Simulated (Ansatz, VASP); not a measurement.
# MgO: VASP beside Ansatz

File INCAR:

```
SYSTEM = MgO
PREC = Accurate
ENCUT = 520
EDIFF = 1E-6
ISMEAR = 0
SIGMA = 0.05
LREAL = .FALSE.
LASPH = .TRUE.
NELM = 80
ALGO = Normal
ISIF = 2
LWAVE = .FALSE.
LCHARG = .FALSE.
GGA = PS
NBANDS = 16
```

The input KPOINTS:

```
regular mesh
0
G
  9 9 6
  0 0 0
```

The input POSCAR:

```
MgO
1.0
    3.2043501923      0.0000000000      0.0000000000
   -1.6021750962      2.7750486692      0.0000000000
    0.0000000000      0.0000000000      5.3097698531
Mg O
2 2
Direct
    0.3333333333      0.6666666667      0.0021597400
    0.6666666667      0.3333333333      0.5021597400
    0.3333333333      0.6666666667      0.4024402600
    0.6666666667      0.3333333333      0.9024402600
```

Input for Ansatz:

```yaml
crystal:
  lattice:
    - [3.2043501923, 0.0, 0.0]
    - [-1.6021750962, 2.7750486692, 0.0]
    - [0.0, 0.0, 5.3097698531]
  atoms:
    - { symbol: Mg, position: [0.3333333333, 0.6666666667, 0.00215974] }
    - { symbol: Mg, position: [0.6666666667, 0.3333333333, 0.50215974] }
    - { symbol: O, position: [0.3333333333, 0.6666666667, 0.40244026] }
    - { symbol: O, position: [0.6666666667, 0.3333333333, 0.90244026] }
basis:
  ecutwfc: 420
kpoints:
  mp_grid: { grid: [9, 9, 6] }
hamiltonian:
  xc: pbesol
scf:
  occupations: { method: gaussian, width: 0.05 }
output:
  forces: true
  stress: true
  eigenvalues: true
```

Alike in both runs: task single point; functional PBEsol; k mesh 9 × 9 × 6; occupations gaussian, width 0.05 eV; no spin polarisation.

|  | VASP | Ansatz |
| --- | --- | --- |
| version | VASP 6.6.1 | Ansatz 0.2.0 |
| potentials or method | VASP PAW PBE potentials, release 64 (Mg, O), cutoff 520 eV | scalar-relativistic, plane waves, PAW |
| valence electrons in the cell | 16 | 32 |

```csv
,VASP,Ansatz,Ansatz less VASP
gap on the k mesh at the Fermi level (eV),3.50,3.50,+0.001
least direct gap on the mesh (eV),3.50,3.50,+0.001
pressure (GPa),2.8,3.1,+0.22
"traceless stress, the component that is largest in VASP (GPa)",-11.53,-11.38,+0.158
rms of the force components (eV/Å),0.430,0.424,-0.0058
```

VASP's potentials were made for PBE, not for PBEsol. Atom by atom the forces differ by 0.006 eV/Å (rms over components). VASP's potentials hold 16 valence electrons a cell and Ansatz's 32, so a difference there can come from the potentials and not from the codes.
